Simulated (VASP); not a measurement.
Here is a VASP 6.6.1 calculation.

File INCAR:

```
SYSTEM = Be3CdSe4
  PREC = Accurate
  ENCUT = 600
  EDIFF = 1E-7
  ISMEAR = 0
  SIGMA = 0.02
  LREAL = .False.
  LASPH = .True.
  NELM = 120
  ALGO = Normal
  ISIF = 3
  LWAVE = .False.
  LCHARG = .False.
  GGA = PE
  IBRION = 2
  NSW = 100
  EDIFFG = -0.01
  GGA_COMPAT = .False.
  NELMIN = 4
```

File KPOINTS:

```
Automatic mesh
0
Gamma
  8 8 4
  0 0 0
```

File POSCAR:

```
Be3CdSe4
1.0
    3.8330253077      0.0000000000      0.0000000000
    0.0000000000      3.8330253077      0.0000000000
    0.0000000000      0.0000000000     10.9285821591
Be Cd Se
3 1 4
Direct
    0.5000000000      0.5000000000      0.2743093315
    0.5000000000      0.5000000000      0.7256906685
    0.0000000000      0.0000000000      0.5000000000
    0.0000000000      0.0000000000      0.0000000000
    0.5000000000      0.0000000000      0.3876537584
    0.0000000000      0.5000000000      0.6123462416
    0.5000000000      0.0000000000      0.8346013831
    0.0000000000      0.5000000000      0.1653986169
```

Potentials or basis: VASP PAW PBE potentials, release 64 (Be, Cd, Se).

Command:

```sh
$ cat potpaw_PBE.64/Be/POTCAR potpaw_PBE.64/Cd/POTCAR potpaw_PBE.64/Se/POTCAR > POTCAR
$ mpirun -np 1 vasp_std > vasp.out
```

Problem. Estimate the band gap on the k mesh.

Solution. 2.14 eV.

Problem. Estimate the relaxed cell.

Solution. a = 3.787 Å, b = 3.787 Å, c = 11.187 Å, α = 90.00°, β = 90.00°, γ = 90.00°.

Problem. What does it give for the space group after relaxing (to 0.1 Å)?

Solution. P-4m2 (No. 115).

Final structure:
```
CELL_PARAMETERS angstrom
3.78716 0.00000 0.00000
0.00000 3.78716 0.00000
0.00000 0.00000 11.18685
ATOMIC_POSITIONS crystal
Be 0.50000 0.50000 0.27386
Be 0.50000 0.50000 0.72614
Be 0.00000 0.00000 0.50000
Cd 0.00000 0.00000 0.00000
Se 0.50000 0.00000 0.38727
Se 0.00000 0.50000 0.61273
Se 0.50000 0.00000 0.83582
Se 0.00000 0.50000 0.16418
```

A k mesh can miss the band edges.
